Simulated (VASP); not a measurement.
Ta: single point with PBE

The system is Ta.

```
CELL_PARAMETERS angstrom
-1.74320 1.74320 1.48172
1.74320 -1.74320 1.48172
1.74320 1.74320 -1.48172
ATOMIC_POSITIONS crystal
Ta 0.00000 0.00000 0.00000
```

This cell differs from its parent crystal: ratio of the length along z to the lengths across it x 0.85, volume and fractional coordinates fixed.

| Item | Value |
| --- | --- |
| Program | VASP 6.6.1 |
| Task | single point |
| Functional | PBE |
| Potentials or basis | VASP PAW PBE potentials, release 64 (Ta_pv) |
| Cutoff | 520 eV |
| k mesh | 22 × 22 × 22 |
| Occupations | gaussian, width 0.15 eV |
| Spin | no spin polarisation |

- Pressure: 5.6 GPa

Stress tensor (GPa, compression positive):
```
 1.25  0.00  0.00
 0.00  1.25  0.00
 0.00  0.00 14.42
```

Levels at points of the mesh, in eV from the Fermi level:
```
           k point  band 1  band 2  band 3  band 4  band 5  band 6  band 7  band 8  band 9  band 10
(0.00, 0.00, 0.00)  -33.25  -33.25  -33.17   -8.07   -0.67    1.60    1.60    2.09    5.09    14.07
(0.50, 0.00, 0.00)  -34.42  -33.64  -33.35   -4.47   -2.28    1.97    3.56    6.44    7.40    11.65
(0.50, 0.50, 0.00)  -34.41  -33.43  -33.19   -4.64    0.00    0.69    1.85    3.86    7.36    10.91
(0.50, 0.50, 0.50)  -34.15  -34.15  -33.73   -4.15   -3.79    6.58    6.58    7.14    7.14     7.17
```

Wall time 98 s on 1 thread of Intel Xeon 6975P-C, with other jobs on the host, peak memory 0.29 GiB.

Caveat: spin-orbit coupling is left out, which moves the levels of the heavy elements.
